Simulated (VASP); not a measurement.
# AlRu in VASP: a series of runs

Runs on AlRu. Level: r2SCAN. Tasks: single point, relaxation of cell and atoms.

Program: VASP 6.6.1. These are calculated values, not measurements. Logs are shortened: lines on timing, memory, paths and dates and some standing lists are left out, and cuts for length are marked.

## (1) The cell of the first run

It takes space group P4/mmm (No. 123, tetragonal). Conventional cell: a = 2.971 Å, b = 2.971 Å, c = 3.027 Å, α = 90.00°, β = 90.00°, γ = 90.00°. Al (site symmetry 4/mmm) has 8 Ru at 2.59 Å and 6 Al at 2.97 to 3.03 Å within 3.4 Å. Ru (site symmetry 4/mmm) has 8 Al at 2.59 Å and 6 Ru at 2.97 to 3.03 Å within 3.4 Å.

## (2) Single point, r2SCAN (uniaxial strain along a: +1.5 %)

Input file POSCAR:

```
AlRu
1.0
    3.0272328716      0.0000000000      0.0000000000
    0.0000000000      2.9713110821      0.0000000000
    0.0000000000      0.0000000000      2.9713110821
Al Ru
1 1
Direct
    0.0000000000      0.0000000000      0.0000000000
    0.5000000000      0.5000000000      0.5000000000
```

Input file INCAR.step1:

```
SYSTEM = AlRu
  ALGO = Normal
  EDIFF = 1E-4
  ENCUT = 520
  GGA = PE
  ISMEAR = 0
  LASPH = .TRUE.
  LCHARG = .FALSE.
  LREAL = .FALSE.
  LWAVE = .TRUE.
  NBANDS = 16
  NELM = 80
  PREC = Accurate
  SIGMA = 0.1
```

Input file INCAR.step2:

```
SYSTEM = AlRu
  ALGO = Normal
  EDIFF = 1E-6
  ENCUT = 520
  ISIF = 2
  ISMEAR = 0
  ISTART = 1
  LASPH = .TRUE.
  LCHARG = .TRUE.
  LELF = .TRUE.
  LMIXTAU = .TRUE.
  LREAL = .FALSE.
  LVHAR = .TRUE.
  LWAVE = .FALSE.
  METAGGA = R2SCAN
  NBANDS = 16
  NELM = 80
  PREC = Accurate
  SIGMA = 0.1
```

Input file KPOINTS:

```
k-points
0
G
  18 18 18
  0 0 0
```

Potentials or basis: VASP PAW PBE potentials, release 64 (Al, Ru_pv).

Launch:

```
> cat potpaw_PBE.64/Al/POTCAR potpaw_PBE.64/Ru_pv/POTCAR > POTCAR
> cp INCAR.step1 INCAR
> mpirun -np 1 vasp_std > vasp.out
> cp INCAR.step2 INCAR
> mpirun -np 1 vasp_std > vasp.out
```

OUTCAR:

```text
SYSTEM = AlRu
   EDIFF = 1E-6
   ENCUT = 520
   ISIF = 2
   ISMEAR = 0
   ISTART = 1
   LASPH = .TRUE.
   LREAL = .FALSE.
   METAGGA = R2SCAN
   NELM = 80
   PREC = Accurate

 ion  position               nearest neighbor table
   1  0.000  0.000  0.000-   2 2.59   2 2.59   2 2.59   2 2.59   2 2.59   2 2.59   2 2.59   2 2.59

   2  0.500  0.500  0.500-   1 2.59   1 2.59   1 2.59   1 2.59   1 2.59   1 2.59   1 2.59   1 2.59

  LATTYP: Found a simple tetragonal cell.
 ALAT       =     2.9713110821
 C/A-ratio  =     1.0188205772

  Lattice vectors:

 A1 = (   0.0000000000,   2.9713110821,   0.0000000000)
 A2 = (   0.0000000000,   0.0000000000,   2.9713110821)
 A3 = (   3.0272328716,   0.0000000000,   0.0000000000)

Analysis of symmetry for initial positions (statically):
=====================================================================
 Subroutine PRICEL returns:
 Original cell was already a primitive cell.

 Routine SETGRP: Setting up the symmetry group for a
 simple tetragonal supercell.

 Subroutine GETGRP returns: Found 16 space group operations
 (whereof 16 operations were pure point group operations)
 out of a pool of 16 trial point group operations.

The static configuration has the point symmetry D_4h.

Analysis of symmetry for dynamics (positions and initial velocities):
=====================================================================
 Subroutine PRICEL returns:
 Original cell was already a primitive cell.

 Routine SETGRP: Setting up the symmetry group for a
 simple tetragonal supercell.

 Subroutine GETGRP returns: Found 16 space group operations
 (whereof 16 operations were pure point group operations)
 out of a pool of 16 trial point group operations.

The dynamic configuration has the point symmetry D_4h.

 Subroutine INISYM returns: Found 16 space group operations
 (whereof 16 operations are pure point group operations),
 and found     1 'primitive' translations

----------------------------------------------------------------------------------------

                                     Primitive cell

  volume of cell :      26.7265

  direct lattice vectors                    reciprocal lattice vectors
     3.027232872  0.000000000  0.000000000     0.330334679  0.000000000  0.000000000
     0.000000000  2.971311082  0.000000000     0.000000000  0.336551769  0.000000000
     0.000000000  0.000000000  2.971311082     0.000000000  0.000000000  0.336551769

  length of vectors
     3.027232872  2.971311082  2.971311082     0.330334679  0.336551769  0.336551769

  position of ions in fractional coordinates (direct lattice)
     0.000000000  0.000000000  0.000000000
     0.500000000  0.500000000  0.500000000

  ion indices of the primitive-cell ions
   primitive index   ion index
                 1           1
                 2           2

----------------------------------------------------------------------------------------

 KPOINTS: k-points

Automatic generation of k-mesh.
 Grid dimensions read from file:
 generate k-points for:   18   18   18

 Generating k-lattice:

  Cartesian coordinates                     Fractional coordinates (reciprocal lattice)
     0.018351927  0.000000000  0.000000000     0.055555556  0.000000000  0.000000000
     0.000000000  0.018697320  0.000000000     0.000000000  0.055555556  0.000000000
     0.000000000  0.000000000  0.018697320     0.000000000  0.000000000  0.055555556

  Length of vectors
     0.018351927  0.018697320  0.018697320

  Shift w.r.t. Gamma in fractional coordinates (k-lattice)
     0.000000000  0.000000000  0.000000000

 Subroutine IBZKPT returns following result:
 ===========================================

 Found    550 irreducible k-points:

 Following reciprocal coordinates:
            Coordinates               Weight
  0.000000  0.000000  0.000000      1.000000
  0.055556  0.000000  0.000000      2.000000
  0.111111  0.000000  0.000000      2.000000
  0.166667  0.000000  0.000000      2.000000
  0.222222  0.000000  0.000000      2.000000
  0.277778  0.000000  0.000000      2.000000
[... 16 lines left out ...]
  0.111111  0.111111  0.000000      8.000000
  0.166667  0.111111  0.000000      8.000000
 [... further k-points ...]
   k-points           NKPTS =    550   k-points in BZ     NKDIM =    550   number of bands    NBANDS=     16
   number of dos      NEDOS =    301   number of ions     NIONS =      2
   total plane-waves  NPLWV =  13824
   dimension x,y,z NGX =    24 NGY =   24 NGZ =   24
   dimension x,y,z NGXF=    48 NGYF=   48 NGZF=   48
   ions per type =               1   1
   NGX,Y,Z   is equivalent  to a cutoff of  13.18, 13.43, 13.43 a.u.
   NGXF,Y,Z  is equivalent  to a cutoff of  26.36, 26.86, 26.86 a.u.
 SYSTEM =  AlRu
   PREC   = accura    normal or accurate (medium, high low for compatibility)
   ISTART =      1    job   : 0-new  1-cont  2-samecut
   ICHARG =      0    charge: 1-file 2-atom 10-const
   ISPIN  =      1    spin polarized calculation?
   LNONCOLLINEAR =      F non collinear calculations
   LSORBIT =      F    spin-orbit coupling
   LASPH  =      T    aspherical Exc in radial PAW
   ENCUT  =  520.0 eV  38.22 Ry    6.18 a.u.   5.63  5.52  5.52*2*pi/ulx,y,z
   NELM   =     80;   NELMIN=  2; NELMDL=  0     # of ELM steps
   EDIFF  = 0.1E-05   stopping-criterion for ELM
   LREAL  =      F    real-space projection
   EDIFFG = 0.1E-04   stopping-criterion for IOM
   NSW    =      0    number of steps for IOM
   IBRION =     -1    ionic relax: 0-MD 1-quasi-New 2-CG
   NFREE  =      0    steps in history (QN), initial steepest desc. (CG)
   ISIF   =      2    stress and relaxation
   ISYM   =      2    0-nonsym 1-usesym 2-fastsym
   POTIM  = 0.5000    time-step for ionic-motion
   TEBEG  =    0.0;   TEEND  =   0.0 temperature during run
   PSTRESS=    0.0 pullay stress
   NELECT =      17.0000    total number of electrons
   NUPDOWN=      -1.0000    fix difference up-down
   EMIN   =  10.00;   EMAX   =-10.00  energy-range for DOS
   EFERMI =   0.00;   METHOD = LEGACY
   ISMEAR =     0;   SIGMA  =   0.10  broadening in eV -4-tet -1-fermi 0-gaus
   EFERMI_NEDOS =   21; number of points for ismear=-14 and -15
   IALGO  =     38    algorithm
   IMIX   =      4    mixing-type and parameters
     AMIX     =   0.40;   BMIX     =  1.00
     AMIX_MAG =   1.60;   BMIX_MAG =  1.00
  volume/ion in A,a.u.               =      13.36        90.18
  Fermi-wavevector in a.u.,A,eV,Ry     =   1.407917  2.660578 26.969888  1.982231
  Thomas-Fermi vector in A             =   2.530128
   LORBIT       =      0    0 simple, 1 ext, 2 COOP (PROOUT), +10 PAW based schemes
   METAGGA = R2SCAN    functional components
   LHFCALC =     F    Hartree Fock is set to
   AEXX    =    0.0000 exact exchange contribution
   IVDW    =     0    specifies the selected vdW correction
   LEPSILON=     F    determine dielectric tensor
   LRPA    =     F    only Hartree local field effects (RPA)
 non-spin polarized calculation
 Gauss-broadening in eV      SIGMA  =   0.10
  energy-cutoff  :      520.00
  volume of cell :       26.73
 maximum number of plane-waves:       739
 NGX is ok and might be reduce to    24
   NGX = 11   NGY = 11   NGZ = 11

 number of electron      16.9999997 magnetization

 Free energy of the ion-electron system (eV)
  ---------------------------------------------------
  ext. energy  EPLUGINS =         0.00000000
  ---------------------------------------------------
  free energy    TOTEN  =       -33.61095300 eV

  energy without entropy =      -33.60373397  energy(sigma->0) =      -33.60734349

 E-fermi :  10.5787     XC(G=0): -13.6268

 val. band max:       10.5780861524   @ k =   0.5000   0.1667   0.0000
 cond. band min:      10.5834191432   @ k =   0.1667   0.4444   0.2778
 fundamental gap:      0.0053329908
 Fermi energy:        10.5787026619

 k-point     1 :       0.0000    0.0000    0.0000
  band No.  band energies     occupation
      1     -32.5070      2.00000
      2     -32.4798      2.00000
      3     -32.4798      2.00000
      4       0.4086      2.00000
      5       6.8923      2.00000
      6       6.9015      2.00000
[... 8 lines left out ...]
     15      22.0919      0.00000
     16      27.1136      0.00000

 k-point     2 :       0.0556    0.0000    0.0000
  band No.  band energies     occupation
      1     -32.5133      2.00000
      2     -32.4793      2.00000
      3     -32.4793      2.00000
      4       0.4704      2.00000
      5       6.9089      2.00000
      6       6.9231      2.00000
[... 8 lines left out ...]
     15      22.3567      0.00000
     16      27.2746      0.00000

 k-point     3 :       0.1111    0.0000    0.0000
  band No.  band energies     occupation
      1     -32.5315      2.00000
      2     -32.4777      2.00000
      3     -32.4777      2.00000
      4       0.6539      2.00000
      5       6.9486      2.00000
      6       6.9861      2.00000
[... 8 lines left out ...]
     15      22.9511      0.00000
     16      27.7811      0.00000

 k-point     4 :       0.1667    0.0000    0.0000
  band No.  band energies     occupation
      1     -32.5593      2.00000
      2     -32.4754      2.00000
      3     -32.4754      2.00000
      4       0.9541      2.00000
      5       6.9798      2.00000
      6       7.0854      2.00000
[... 8 lines left out ...]
     15      23.5655      0.00000
     16      28.6653      0.00000

 k-point     5 :       0.2222    0.0000    0.0000
  band No.  band energies     occupation
      1     -32.5932      2.00000
      2     -32.4726      2.00000
      3     -32.4726      2.00000
      4       1.3630      2.00000
      5       6.9490      2.00000
      6       7.2121      2.00000
[... 8 lines left out ...]
     15      24.0490      0.00000
     16      28.5825      0.00000

 k-point     6 :       0.2778    0.0000    0.0000
  band No.  band energies     occupation
      1     -32.6291      2.00000
      2     -32.4695      2.00000
      3     -32.4695      2.00000
      4       1.8697      2.00000
      5       6.7905      2.00000
      6       7.3537      2.00000
[... 8 lines left out ...]
     15      24.3859      0.00000
     16      27.5395      0.00000
[... 267 lines left out ...]
 k-point    21 :       0.0000    0.1111    0.0000
  band No.  band energies     occupation
      1     -32.5091      2.00000
      2     -32.5044      2.00000
      3     -32.4773      2.00000
      4       0.6619      2.00000
      5       6.9827      2.00000
      6       6.9874      2.00000
[... 8 lines left out ...]
     15      22.9214      0.00000
     16      27.9236      0.00000

 k-point    22 :       0.0556    0.1111    0.0000
  band No.  band energies     occupation
      1     -32.5109      2.00000
      2     -32.5084      2.00000
      3     -32.4768      2.00000
      4       0.7224      2.00000
      5       7.0042      2.00000
      6       7.0064      2.00000
[... 8 lines left out ...]
     15      22.9664      0.00000
     16      28.0530      0.00000

 k-point    23 :       0.1111    0.1111    0.0000
  band No.  band energies     occupation
      1     -32.5288      2.00000
      2     -32.5068      2.00000
      3     -32.4752      2.00000
      4       0.9024      2.00000
      5       7.0465      2.00000
      6       7.0736      2.00000
[... 8 lines left out ...]
     15      23.3259      0.00000
     16      28.4559      0.00000

 k-point    24 :       0.1667    0.1111    0.0000
  band No.  band energies     occupation
      1     -32.5565      2.00000
      2     -32.5044      2.00000
      3     -32.4729      2.00000
      4       1.1964      2.00000
      5       7.0830      2.00000
      6       7.1758      2.00000
[... 8 lines left out ...]
     15      23.9981      0.00000
     16      28.6056      0.00000

 [... further k-points ...]

------------------------ aborting loop because EDIFF is reached ----------------------------------------

  FORCE on cell =-STRESS in cart. coord.  units (eV):
  Direction    XX          YY          ZZ          XY          YZ          ZX
  --------------------------------------------------------------------------------------
  -------------------------------------------------------------------------------------
  Total       -0.6448117     -0.0581614     -0.0581614      0.0000000      0.0000000     -0.0000000
  in kB      -38.6546222     -3.4866102     -3.4866102      0.0000000      0.0000000     -0.0000000
  external PRESSURE =     -15.2092809 kB  Pullay stress =       0.0000000 kB

 VOLUME and BASIS-vectors are now :
 -----------------------------------------------------------------------------
  energy-cutoff  :      520.00
  volume of cell :       26.73
      direct lattice vectors                 reciprocal lattice vectors
     3.027232872  0.000000000  0.000000000     0.330334679  0.000000000  0.000000000
     0.000000000  2.971311082  0.000000000     0.000000000  0.336551769  0.000000000
     0.000000000  0.000000000  2.971311082     0.000000000  0.000000000  0.336551769

 POSITION                                       TOTAL-FORCE (eV/Angst)
 -----------------------------------------------------------------------------------
      0.00000      0.00000      0.00000         0.000000      0.000000      0.000000
      1.51362      1.48566      1.48566         0.000000      0.000000      0.000000
 -----------------------------------------------------------------------------------
    total drift:                                0.000000     -0.000000     -0.000000

  FREE ENERGIE OF THE ION-ELECTRON SYSTEM (eV)
  ---------------------------------------------------
  free  energy   TOTEN  =       -33.6109530024 eV

  energy  without entropy=      -33.6037339702  energy(sigma->0) =      -33.60734349
```

Wall time 4.8 min (1 thread of Intel Xeon Platinum 8488C (Sapphire Rapids), shared host); peak memory 0.33 GiB.

What came out:

```
Free energy            : -33.6110 eV
Pressure               : -1.5 GPa
Band gap on the k mesh : zero (an odd number of electrons rules out a gap without spin polarisation)
```

Stress tensor (GPa, compression positive):
```
-3.87  0.00  0.00
 0.00 -0.35  0.00
 0.00  0.00 -0.35
```

Caveat: the cell differs from its parent crystal (uniaxial strain along a: +1.5 %); the PAW data sets were made with another functional, which shifts forces and pressure a little.

(Part 1 of 2 ends here.)
